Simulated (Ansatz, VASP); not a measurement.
# Ge in VASP and in Ansatz

```
Ge
1.0
    -2.71780    2.71780    1.25392
     2.71780   -2.71780    1.25392
     2.71780    2.71780   -1.25392
Ge
2
Direct
  0.25000 0.75000 0.50000
  0.50000 0.50000 0.00000
```

Alike in both runs: task single point; functional r2SCAN; k mesh 22 × 22 × 22; occupations gaussian, width 0.15 eV; no spin polarisation.

```csv
,VASP,Ansatz
version,VASP 6.6.1,Ansatz 0.2.0
potentials or method,"VASP PAW PBE potentials, release 64 (Ge_d), cutoff 520 eV","scalar-relativistic, plane waves, PAW"
valence electrons in the cell,28,28
```

```tsv
	VASP	Ansatz	Ansatz less VASP
gap on the k mesh at the Fermi level (eV)	none	none	-
pressure (GPa)	3.5	3.7	+0.23
traceless stress, the component that is largest in VASP (GPa)	13.19	13.15	-0.042
```

VASP's potentials were made for PBE, not for r2SCAN. A gap of «none» marks a metal or a gap that the smearing closes.
